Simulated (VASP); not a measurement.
Set up this calculation in VASP 6.6.1, as the native input.

```
Task                   : single point
Functional             : PBE
Dispersion             : D3(BJ)
Potentials or basis    : VASP PAW PBE potentials, release 64 (As)
Cutoff                 : 520 eV
k mesh                 : 9 × 9 × 1
Occupations            : gaussian, width 0.02 eV
Spin                   : no spin polarisation
Dipole correction      : yes
Further INCAR settings : ALGO = Normal; EDIFF = 1e-07; NBANDS = 12
```

The structure of As lies in POSCAR:

```
As
1.0
    3.4630000000      0.0000000000      0.0000000000
   -1.7315000000      2.9990459733      0.0000000000
    0.0000000000      0.0000000000     28.5742413766
As
2
Direct
    0.3333333333      0.6666666667      0.4790370638
    0.6666666667      0.3333333333      0.5209629362
```

These files were run (other wordings do the same):

INCAR

```
SYSTEM = As
PREC     = Accurate       ! precision mode
ENCUT    = 520            ! plane-wave cutoff, eV
EDIFF    = 1E-7           ! SCF threshold, eV
ISMEAR   = 0              ! smearing method
SIGMA    = 0.02           ! smearing width, eV
LREAL    = .False.        ! projectors in reciprocal space
LASPH    = .True.         ! aspherical terms in the spheres
NELM     = 100            ! most SCF steps
ALGO     = Normal         ! electronic algorithm
ISIF     = 2              ! what is computed and relaxed
LWAVE    = .False.        ! write WAVECAR
LCHARG   = .False.        ! write CHGCAR
LDIPOL   = .True.       
IDIPOL   = 3            
DIPOL    = 0.5 0.5 0.500
GGA      = PE             ! functional
IVDW     = 12             ! dispersion correction
NBANDS   = 12             ! bands
```

KPOINTS

```
regular mesh
0
Gamma
  9 9 1
  0 0 0
```

Potentials or basis: VASP PAW PBE potentials, release 64 (As).

Run with:

```sh
$ cat potpaw_PBE.64/As/POTCAR > POTCAR
$ mpirun -np 1 vasp_std > vasp.out
```

Results of the run:

```json
{
 "Largest force": "3.755 eV/Å",
 "Band gap on the k mesh": "1.55 eV, indirect (least direct gap 1.88 eV)",
 "Dispersion energy per atom": "-0.228 eV"
}
```

Wall time 120 s on 1 thread of Intel(R) Xeon(R) Platinum 8259CL CPU @ 2.50GHz (Skylake/Cascade Lake), on a shared host, peak memory 0.4 GiB.
